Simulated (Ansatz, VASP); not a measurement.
## Two plane-wave programs on Hf

INCAR

```
SYSTEM = Hf
PREC = Accurate
ENCUT = 520
EDIFF = 1E-6
ISMEAR = -1
SIGMA = 0.1
LREAL = .False.
LASPH = .True.
NELM = 60
ALGO = Normal
ISIF = 2
LWAVE = .False.
LCHARG = .False.
GGA = B5
ALDAX = 1.0
AGGAX = 1.0
AGGAC = 1.0
ALDAC = 0.0
NBANDS = 28
```

File KPOINTS:

```
regular mesh
0
Gamma
  13 13 4
  0 0 0
```

Contents of POSCAR:

```
Hf
1.0
    3.2273771963      0.0000000000      0.0000000000
   -1.6136885981      2.7949906396      0.0000000000
    0.0000000000      0.0000000000     10.3168723984
Hf
4
Direct
    0.0000000000      1.0000000000      0.0000000000
    0.0000000000      1.0000000000      0.5000000000
    0.3333333333      0.6666666667      0.2500000000
    0.6666666667      0.3333333333      0.7500000000
```

Input for Ansatz:

```yaml
crystal:
  lattice:
    - [3.2273771963, 0.0, 0.0]
    - [-1.6136885981, 2.7949906396, 0.0]
    - [0.0, 0.0, 10.3168723984]
  atoms:
    - { symbol: Hf, position: [0.0, 1.0, 0.0] }
    - { symbol: Hf, position: [0.0, 1.0, 0.5] }
    - { symbol: Hf, position: [0.3333333333, 0.6666666667, 0.25] }
    - { symbol: Hf, position: [0.6666666667, 0.3333333333, 0.75] }
hamiltonian:
  xc: blyp
  pseudopotentials:
    kind: paw
    azcp:
      Hf: "pseudopotentials/Hf.paw.azcp"
basis:
  ecutwfc: 420
  fft_grid_basis: typed
kpoints:
  mp_grid: { grid: [13, 13, 4], shift: [0, 0, 0] }
magnetization:
  spin_polarized: false
scf:
  occupations: { method: fermi_dirac, width: 0.1 }
  lower_state_search: "off"
output:
  stress: true
```

Alike in both runs: task single point; functional BLYP; k mesh 13 × 13 × 4; occupations fermi-dirac, width 0.1 eV; no spin polarisation.

```csv
,VASP,Ansatz
version,VASP 6.6.1,Ansatz 0.2.0
potentials or method,"VASP PAW PBE potentials, release 64 (Hf_pv), cutoff 520 eV","plane waves (420 eV) with PAW, scalar-relativistic"
valence electrons in the cell,40,104
```

```tsv
	VASP	Ansatz	Ansatz less VASP
pressure (GPa)	0.0	0.0	0.00
```

VASP's potentials were made for PBE, not for BLYP. VASP's potentials hold 40 valence electrons a cell and Ansatz's 104, so a difference there can come from the potentials and not from the codes.

Neither program's run includes spin-orbit coupling.
